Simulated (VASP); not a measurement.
# SnSe (zincblende type) (F-43m) in VASP: further runs

The runs below take SnSe (zincblende type) through single point, with PBEsol.

Program: VASP 6.6.1. These are calculated values, not measurements. Logs are shortened: lines on timing, memory, paths and dates and some standing lists are left out, and cuts for length are marked.

## 1. The cell of the first run

It takes space group F-43m (No. 216, cubic). Conventional cell: a = 5.732 Å, b = 5.732 Å, c = 5.732 Å, α = 90.00°, β = 90.00°, γ = 90.00°. Sn (site symmetry -43m) has 4 Se at 2.48 Å within 3.3 Å. Within 3.3 Å of Se (site symmetry -43m) lie 4 Sn at 2.48 Å.

## 2. Single point, PBEsol (volume scaled by 0.64)

Input file INCAR:

```
  PREC = Accurate
  ENCUT = 520
  EDIFF = 1E-7
  ISMEAR = -1
  SIGMA = 0.08
  LREAL = F
  LASPH = T
  NELM = 80
  ALGO = Normal
  ISIF = 2
  LWAVE = F
  LCHARG = F
  GGA = PS
  NBANDS = 17
```

Input file KPOINTS:

```
regular mesh
0
Gamma
  12 12 12
```

Input file POSCAR:

```
SnSe
1.0
    0.0000000000      2.8660213640      2.8660213640
    2.8660213640      0.0000000000      2.8660213640
    2.8660213640      2.8660213640      0.0000000000
Sn Se
1 1
Direct
    0.0000000000      0.0000000000      0.0000000000
    0.2500000000      0.2500000000      0.2500000000
```

Potentials or basis: VASP PAW PBE potentials, release 64 (Sn_d, Se).

Command:

```console
cat potpaw_PBE.64/Sn_d/POTCAR potpaw_PBE.64/Se/POTCAR > POTCAR
mpirun -np 1 vasp_std > vasp.out
```

OUTCAR:

```text
PREC = Accurate
   ENCUT = 520
   EDIFF = 1E-7
   ISMEAR = -1
   LREAL = F
   LASPH = T
   NELM = 80
   ISIF = 2
   GGA = PS

 ion  position               nearest neighbor table
   1  0.000  0.000  0.000-   2 2.48   2 2.48   2 2.48   2 2.48
   2  0.250  0.250  0.250-   1 2.48   1 2.48   1 2.48   1 2.48

  LATTYP: Found a face centered cubic cell.
 ALAT       =     5.7320427280

  Lattice vectors:

 A1 = (   0.0000000000,   2.8660213640,   2.8660213640)
 A2 = (   2.8660213640,   0.0000000000,   2.8660213640)
 A3 = (   2.8660213640,   2.8660213640,   0.0000000000)

Analysis of symmetry for initial positions (statically):
=====================================================================
 Subroutine PRICEL returns:
 Original cell was already a primitive cell.

 Routine SETGRP: Setting up the symmetry group for a
 face centered cubic supercell.

 Subroutine GETGRP returns: Found 24 space group operations
 (whereof 24 operations were pure point group operations)
 out of a pool of 48 trial point group operations.

The static configuration has the point symmetry T_d .

Analysis of symmetry for dynamics (positions and initial velocities):
=====================================================================
 Subroutine PRICEL returns:
 Original cell was already a primitive cell.

 Routine SETGRP: Setting up the symmetry group for a
 face centered cubic supercell.

 Subroutine GETGRP returns: Found 24 space group operations
 (whereof 24 operations were pure point group operations)
 out of a pool of 48 trial point group operations.

The dynamic configuration has the point symmetry T_d .

 Subroutine INISYM returns: Found 24 space group operations
 (whereof 24 operations are pure point group operations),
 and found     1 'primitive' translations

----------------------------------------------------------------------------------------

                                     Primitive cell

  volume of cell :      47.0834

  direct lattice vectors                    reciprocal lattice vectors
     0.000000000  2.866021364  2.866021364    -0.174457876  0.174457876  0.174457876
     2.866021364  0.000000000  2.866021364     0.174457876 -0.174457876  0.174457876
     2.866021364  2.866021364  0.000000000     0.174457876  0.174457876 -0.174457876

  length of vectors
     4.053166283  4.053166283  4.053166283     0.302169905  0.302169905  0.302169905

  position of ions in fractional coordinates (direct lattice)
     0.000000000  0.000000000  0.000000000
     0.250000000  0.250000000  0.250000000

  ion indices of the primitive-cell ions
   primitive index   ion index
                 1           1
                 2           2

----------------------------------------------------------------------------------------

 KPOINTS: regular mesh

Automatic generation of k-mesh.
 Grid dimensions read from file:
 generate k-points for:   12   12   12

 Generating k-lattice:

  Cartesian coordinates                     Fractional coordinates (reciprocal lattice)
    -0.014538156  0.014538156  0.014538156     0.083333333  0.000000000  0.000000000
     0.014538156 -0.014538156  0.014538156     0.000000000  0.083333333  0.000000000
     0.014538156  0.014538156 -0.014538156     0.000000000  0.000000000  0.083333333

  Length of vectors
     0.025180825  0.025180825  0.025180825

  Shift w.r.t. Gamma in fractional coordinates (k-lattice)
     0.000000000  0.000000000  0.000000000

 Subroutine IBZKPT returns following result:
 ===========================================

 Found     72 irreducible k-points:

 Following reciprocal coordinates:
            Coordinates               Weight
  0.000000  0.000000  0.000000      1.000000
  0.083333  0.000000  0.000000      8.000000
  0.166667  0.000000  0.000000      8.000000
  0.250000  0.000000  0.000000      8.000000
  0.333333  0.000000  0.000000      8.000000
  0.416667  0.000000  0.000000      8.000000
[... 16 lines left out ...]
  0.500000  0.166667  0.000000     24.000000
 -0.416667  0.166667  0.000000     24.000000
 [... further k-points ...]
   k-points           NKPTS =     72   k-points in BZ     NKDIM =     72   number of bands    NBANDS=     17
   number of dos      NEDOS =    301   number of ions     NIONS =      2
   total plane-waves  NPLWV =  27000
   dimension x,y,z NGX =    30 NGY =   30 NGZ =   30
   dimension x,y,z NGXF=    60 NGYF=   60 NGZF=   60
   ions per type =               1   1
   NGX,Y,Z   is equivalent  to a cutoff of  12.30, 12.30, 12.30 a.u.
   NGXF,Y,Z  is equivalent  to a cutoff of  24.61, 24.61, 24.61 a.u.
 SYSTEM =  unknown system
   PREC   = accura    normal or accurate (medium, high low for compatibility)
   ISTART =      0    job   : 0-new  1-cont  2-samecut
   ICHARG =      2    charge: 1-file 2-atom 10-const
   ISPIN  =      1    spin polarized calculation?
   LNONCOLLINEAR =      F non collinear calculations
   LSORBIT =      F    spin-orbit coupling
   LASPH  =      T    aspherical Exc in radial PAW
   ENCUT  =  520.0 eV  38.22 Ry    6.18 a.u.   7.54  7.54  7.54*2*pi/ulx,y,z
   NELM   =     80;   NELMIN=  2; NELMDL= -5     # of ELM steps
   EDIFF  = 0.1E-06   stopping-criterion for ELM
   LREAL  =      F    real-space projection
   EDIFFG = 0.1E-05   stopping-criterion for IOM
   NSW    =      0    number of steps for IOM
   IBRION =     -1    ionic relax: 0-MD 1-quasi-New 2-CG
   NFREE  =      0    steps in history (QN), initial steepest desc. (CG)
   ISIF   =      2    stress and relaxation
   ISYM   =      2    0-nonsym 1-usesym 2-fastsym
   POTIM  = 0.5000    time-step for ionic-motion
   TEBEG  =    0.0;   TEEND  =   0.0 temperature during run
   PSTRESS=    0.0 pullay stress
   NELECT =      20.0000    total number of electrons
   NUPDOWN=      -1.0000    fix difference up-down
   EMIN   =  10.00;   EMAX   =-10.00  energy-range for DOS
   EFERMI =   0.00;   METHOD = LEGACY
   ISMEAR =    -1;   SIGMA  =   0.08  broadening in eV -4-tet -1-fermi 0-gaus
   EFERMI_NEDOS =   21; number of points for ismear=-14 and -15
   IALGO  =     38    algorithm
   IMIX   =      4    mixing-type and parameters
     AMIX     =   0.40;   BMIX     =  1.00
     AMIX_MAG =   1.60;   BMIX_MAG =  1.00
  volume/ion in A,a.u.               =      23.54       158.87
  Fermi-wavevector in a.u.,A,eV,Ry     =   1.230634  2.325560 20.605464  1.514459
  Thomas-Fermi vector in A             =   2.365474
   LORBIT       =      0    0 simple, 1 ext, 2 COOP (PROOUT), +10 PAW based schemes
   GGA     = PS    functional components
   LHFCALC =     F    Hartree Fock is set to
   AEXX    =    0.0000 exact exchange contribution
   IVDW    =     0    specifies the selected vdW correction
   LEPSILON=     F    determine dielectric tensor
   LRPA    =     F    only Hartree local field effects (RPA)
 non-spin polarized calculation
  energy-cutoff  :      520.00
  volume of cell :       47.08
 maximum number of plane-waves:      1303
   NGX = 15   NGY = 15   NGZ = 15

 number of electron      19.9999991 magnetization

 Free energy of the ion-electron system (eV)
  ---------------------------------------------------
  ext. energy  EPLUGINS =         0.00000000
  ---------------------------------------------------
  free energy    TOTEN  =        -6.41901740 eV

  energy without entropy =       -6.40749918  energy(sigma->0) =       -6.41325829

 E-fermi :   7.9374     XC(G=0): -10.2737

 val. band max:        7.9270660467   @ k =   0.1667   0.1667   0.0000
 cond. band min:       8.0440647807   @ k =   0.5000   0.3333   0.1667
 fundamental gap:      0.1169987340
 Fermi energy:         7.9373585092

 k-point     1 :       0.0000    0.0000    0.0000
  band No.  band energies     occupation
      1     -14.4564      2.00000
      2     -14.4564      2.00000
      3     -14.4564      2.00000
      4     -14.3425      2.00000
      5     -14.3425      2.00000
      6      -8.9762      2.00000
[... 9 lines left out ...]
     16      15.4951      0.00000
     17      16.6579      0.00000

 k-point     2 :       0.0833    0.0000    0.0000
  band No.  band energies     occupation
      1     -14.4603      2.00000
      2     -14.4545      2.00000
      3     -14.4545      2.00000
      4     -14.3425      2.00000
      5     -14.3425      2.00000
      6      -8.9066      2.00000
[... 9 lines left out ...]
     16      14.9557      0.00000
     17      16.2895      0.00000

 k-point     3 :       0.1667    0.0000    0.0000
  band No.  band energies     occupation
      1     -14.4706      2.00000
      2     -14.4493      2.00000
      3     -14.4493      2.00000
      4     -14.3424      2.00000
      5     -14.3424      2.00000
      6      -8.7054      2.00000
[... 9 lines left out ...]
     16      14.4750      0.00000
     17      16.1171      0.00000

 k-point     4 :       0.2500    0.0000    0.0000
  band No.  band energies     occupation
      1     -14.4847      2.00000
      2     -14.4428      2.00000
      3     -14.4428      2.00000
      4     -14.3417      2.00000
      5     -14.3417      2.00000
      6      -8.3976      2.00000
[... 9 lines left out ...]
     16      14.3548      0.00000
     17      17.3819      0.00000

 k-point     5 :       0.3333    0.0000    0.0000
  band No.  band energies     occupation
      1     -14.4987      2.00000
      2     -14.4370      2.00000
      3     -14.4370      2.00000
      4     -14.3402      2.00000
      5     -14.3402      2.00000
      6      -8.0369      2.00000
[... 9 lines left out ...]
     16      14.8683      0.00000
     17      18.7872      0.00000

 k-point     6 :       0.4167    0.0000    0.0000
  band No.  band energies     occupation
      1     -14.5089      2.00000
      2     -14.4332      2.00000
      3     -14.4332      2.00000
      4     -14.3386      2.00000
      5     -14.3386      2.00000
      6      -7.7228      2.00000
[... 9 lines left out ...]
     16      15.8372      0.00000
     17      18.2869      0.00000
[... 281 lines left out ...]
 k-point    21 :       0.3333    0.1667    0.0000
  band No.  band energies     occupation
      1     -14.5069      2.00000
      2     -14.4314      2.00000
      3     -14.4288      2.00000
      4     -14.3499      2.00000
      5     -14.3350      2.00000
      6      -8.0669      2.00000
[... 9 lines left out ...]
     16      16.1139      0.00000
     17      18.3985      0.00000

 k-point    22 :       0.4167    0.1667    0.0000
  band No.  band energies     occupation
      1     -14.5155      2.00000
      2     -14.4284      2.00000
      3     -14.4244      2.00000
      4     -14.3484      2.00000
      5     -14.3345      2.00000
      6      -7.7301      2.00000
[... 9 lines left out ...]
     16      16.6737      0.00000
     17      18.2440      0.00000

 k-point    23 :       0.5000    0.1667    0.0000
  band No.  band energies     occupation
      1     -14.5199      2.00000
      2     -14.4272      2.00000
      3     -14.4228      2.00000
      4     -14.3454      2.00000
      5     -14.3356      2.00000
      6      -7.4832      2.00000
[... 9 lines left out ...]
     16      16.7477      0.00000
     17      17.5537      0.00000

 k-point    24 :      -0.4167    0.1667    0.0000
  band No.  band energies     occupation
      1     -14.5190      2.00000
      2     -14.4274      2.00000
      3     -14.4241      2.00000
      4     -14.3423      2.00000
      5     -14.3384      2.00000
      6      -7.4460      2.00000
[... 9 lines left out ...]
     16      16.1762      0.00000
     17      18.3074      0.00000

 [... further k-points ...]
[... 5 lines left out ...]
  --------------------------------------------------------------------------------------
  -------------------------------------------------------------------------------------
  Total        9.7953708      9.7953708      9.7953708      0.0000000     -0.0000000     -0.0000000
  in kB      333.3214013    333.3214013    333.3214013      0.0000000     -0.0000000     -0.0000000
  external PRESSURE =     333.3214013 kB  Pullay stress =       0.0000000 kB

 VOLUME and BASIS-vectors are now :
 -----------------------------------------------------------------------------
  energy-cutoff  :      520.00
  volume of cell :       47.08
      direct lattice vectors                 reciprocal lattice vectors
     0.000000000  2.866021364  2.866021364    -0.174457876  0.174457876  0.174457876
     2.866021364  0.000000000  2.866021364     0.174457876 -0.174457876  0.174457876
     2.866021364  2.866021364  0.000000000     0.174457876  0.174457876 -0.174457876

 POSITION                                       TOTAL-FORCE (eV/Angst)
 -----------------------------------------------------------------------------------
      0.00000      0.00000      0.00000        -0.000000     -0.000000     -0.000000
      1.43301      1.43301      1.43301         0.000000      0.000000      0.000000
 -----------------------------------------------------------------------------------
    total drift:                                0.000000      0.000000      0.000000

  FREE ENERGIE OF THE ION-ELECTRON SYSTEM (eV)
  ---------------------------------------------------
  free  energy   TOTEN  =        -6.4190173965 eV

  energy  without entropy=       -6.4074991802  energy(sigma->0) =       -6.41325829
```

It took 42 s on 1 thread of Intel Xeon 6975P-C, shared host; peak memory 0.21 GiB.

Results:

| Property | Result |
| --- | --- |
| Free energy | -6.4190 eV |
| Pressure | 33.3 GPa |
| Band gap on the k mesh | zero (band 10 reaches 8.99 eV, above the bottom of band 11 at 6.95 eV) |

Caveat: the PAW data sets were made with another functional, which shifts forces and pressure a little; spin-orbit coupling is left out, which moves the levels of the heavy elements.

## 3. Single point, PBEsol (volume scaled by 0.72)

Input file INCAR:

```
SYSTEM = SnSe
PREC = Accurate
ENCUT = 520
EDIFF = 1E-6
ISMEAR = -1
SIGMA = 0.08
LREAL = .False.
LASPH = .True.
NELM = 60
ALGO = Normal
ISIF = 2
LWAVE = .False.
LCHARG = .False.
GGA = PS
NBANDS = 17
```

Input file KPOINTS:

```
Automatic mesh
0
Gamma
  12 12 12
  0 0 0
```

Input file POSCAR:

```
SnSe
1.0
    0.0000000000      2.9807823379      2.9807823379
    2.9807823379      0.0000000000      2.9807823379
    2.9807823379      2.9807823379      0.0000000000
Sn Se
1 1
Direct
    0.0000000000      0.0000000000      0.0000000000
    0.2500000000      0.2500000000      0.2500000000
```

Potentials or basis: VASP PAW PBE potentials, release 64 (Sn_d, Se).

Command:

```console
cat potpaw_PBE.64/Sn_d/POTCAR potpaw_PBE.64/Se/POTCAR > POTCAR
mpirun -np 1 vasp_std > vasp.out
```

OUTCAR:

```text
SYSTEM = SnSe
   PREC = Accurate
   ENCUT = 520
   EDIFF = 1E-6
   ISMEAR = -1
   LREAL = .False.
   LASPH = .True.
   NELM = 60
   ISIF = 2
   GGA = PS

 ion  position               nearest neighbor table
   1  0.000  0.000  0.000-   2 2.58   2 2.58   2 2.58   2 2.58
   2  0.250  0.250  0.250-   1 2.58   1 2.58   1 2.58   1 2.58

  LATTYP: Found a face centered cubic cell.
 ALAT       =     5.9615646758

  Lattice vectors:

 A1 = (   0.0000000000,   2.9807823379,   2.9807823379)
[... 190 lines left out ...]
      6      -9.3879      2.00000
[... 457 lines left out ...]
      4     -15.5198      2.00000
      5     -15.5175      2.00000
      6      -8.1944      2.00000
[... 9 lines left out ...]
     16      14.4922      0.00000
     17      16.1836      0.00000

 [... further k-points ...]
[... 5 lines left out ...]
  --------------------------------------------------------------------------------------
  -------------------------------------------------------------------------------------
  Total        6.4095776      6.4095776      6.4095776     -0.0000000      0.0000000     -0.0000000
  in kB      193.8738355    193.8738355    193.8738355     -0.0000000      0.0000000     -0.0000000
  external PRESSURE =     193.8738355 kB  Pullay stress =       0.0000000 kB

 VOLUME and BASIS-vectors are now :
 -----------------------------------------------------------------------------
  energy-cutoff  :      520.00
  volume of cell :       52.97
      direct lattice vectors                 reciprocal lattice vectors
     0.000000000  2.980782338  2.980782338    -0.167741198  0.167741198  0.167741198
     2.980782338  0.000000000  2.980782338     0.167741198 -0.167741198  0.167741198
     2.980782338  2.980782338  0.000000000     0.167741198  0.167741198 -0.167741198

 POSITION                                       TOTAL-FORCE (eV/Angst)
 -----------------------------------------------------------------------------------
      0.00000      0.00000      0.00000        -0.000000     -0.000000     -0.000000
      1.49039      1.49039      1.49039         0.000000      0.000000      0.000000
 -----------------------------------------------------------------------------------
    total drift:                               -0.000000     -0.000000     -0.000000

  FREE ENERGIE OF THE ION-ELECTRON SYSTEM (eV)
  ---------------------------------------------------
  free  energy   TOTEN  =        -7.3669476832 eV

  energy  without entropy=       -7.3538451253  energy(sigma->0) =       -7.36039640
```

OSZICAR:

```text
N       E                     dE             d eps       ncg     rms          rms(c)
DAV:   1     0.139219528616E+03    0.13922E+03   -0.98063E+03  2474   0.145E+03
DAV:   2     0.579239072464E+01   -0.13343E+03   -0.12942E+03  2641   0.361E+02
DAV:   3    -0.716271134084E+01   -0.12955E+02   -0.12815E+02  3042   0.961E+01
DAV:   4    -0.750076531189E+01   -0.33805E+00   -0.33761E+00  2987   0.166E+01
DAV:   5    -0.751024735861E+01   -0.94820E-02   -0.94817E-02  3497   0.271E+00    0.699E+00
DAV:   6    -0.738414867339E+01    0.12610E+00   -0.22783E-01  3674   0.338E+00    0.433E+00
DAV:   7    -0.736857126188E+01    0.15577E-01   -0.72637E-02  3114   0.144E+00    0.100E+00
DAV:   8    -0.736694753319E+01    0.16237E-02   -0.79499E-03  3200   0.737E-01    0.204E-01
DAV:   9    -0.736695645614E+01   -0.89230E-05   -0.55757E-04  2772   0.197E-01    0.926E-02
DAV:  10    -0.736694756654E+01    0.88896E-05   -0.39486E-05  3116   0.427E-02    0.130E-02
DAV:  11    -0.736694768320E+01   -0.11666E-06   -0.44286E-06  2895   0.162E-02
   1 F= -.73669477E+01 E0= -.73603964E+01  d E =-.131026E-01
```

It took 37 s on 1 thread of Intel Xeon 6975P-C, shared host; peak memory 0.22 GiB.

What came out:

```
Free energy            : -7.3669 eV
Pressure               : 19.4 GPa
Band gap on the k mesh : zero (band 10 reaches 7.21 eV, above the bottom of band 11 at 5.62 eV)
```

Levels at points of the mesh, in eV from the Fermi level:
```csv
k point,band 8,band 9,band 10,band 11,band 12,band 13
"(0.00, 0.00, 0.00)",-3.44,-3.44,-3.44,1.21,1.21,1.21
"(0.50, 0.00, 0.00)",-4.26,-4.26,-2.40,2.08,2.08,4.21
"(0.50, 0.50, 0.00)",-5.38,-5.38,-1.01,-0.83,6.03,6.03
```

Caveat: the PAW data sets were made with another functional, which shifts forces and pressure a little; spin-orbit coupling is left out, which moves the levels of the heavy elements.

## 4. Single point, PBEsol (volume scaled by 0.72)

Input file INCAR:

```
  PREC = Accurate
  ENCUT = 520
  EDIFF = 1E-6
  ISMEAR = -1
  SIGMA = 0.08
  LREAL = False
  LASPH = True
  NELM = 60
  ALGO = Normal
  ISIF = 2
  LWAVE = False
  LCHARG = True
  GGA = PS
  LELF = True
  LVHAR = True
  NBANDS = 17
```

Input file KPOINTS:

```
regular mesh
0
Gamma
  12 12 12
```

POSCAR is that of step 3.

Command:

```console
cat potpaw_PBE.64/Sn_d/POTCAR potpaw_PBE.64/Se/POTCAR > POTCAR
mpirun -np 1 vasp_std > vasp.out
```

It took 51 s on 1 thread of Intel Xeon 6975P-C, shared host; peak memory 0.21 GiB.

Results (log left out):

```yaml
Free_energy: -7.3669 eV
Pressure: 19.4 GPa
Band_gap_on_the_k_mesh: zero (band 10 reaches 7.21 eV, above the bottom of band 11 at 5.62 eV)
```

Levels at points of the mesh, in eV from the Fermi level:
| k point | band 6 | band 7 | band 8 | band 9 | band 10 | band 11 | band 12 | band 13 | band 14 | band 15 |
| --- | --- | --- | --- | --- | --- | --- | --- | --- | --- | --- |
| (0.00, 0.00, 0.00) | -15.84 | -4.34 | -3.44 | -3.44 | -3.44 | 1.21 | 1.21 | 1.21 | 5.12 | 7.53 |
| (0.50, 0.00, 0.00) | -14.76 | -8.99 | -4.26 | -4.26 | -2.40 | 2.08 | 2.08 | 4.21 | 6.51 | 8.49 |
| (0.50, 0.50, 0.00) | -14.35 | -9.21 | -5.38 | -5.38 | -1.01 | -0.83 | 6.03 | 6.03 | 6.15 | 9.31 |

Caveat: the PAW data sets were made with another functional, which shifts forces and pressure a little; spin-orbit coupling is left out, which moves the levels of the heavy elements.
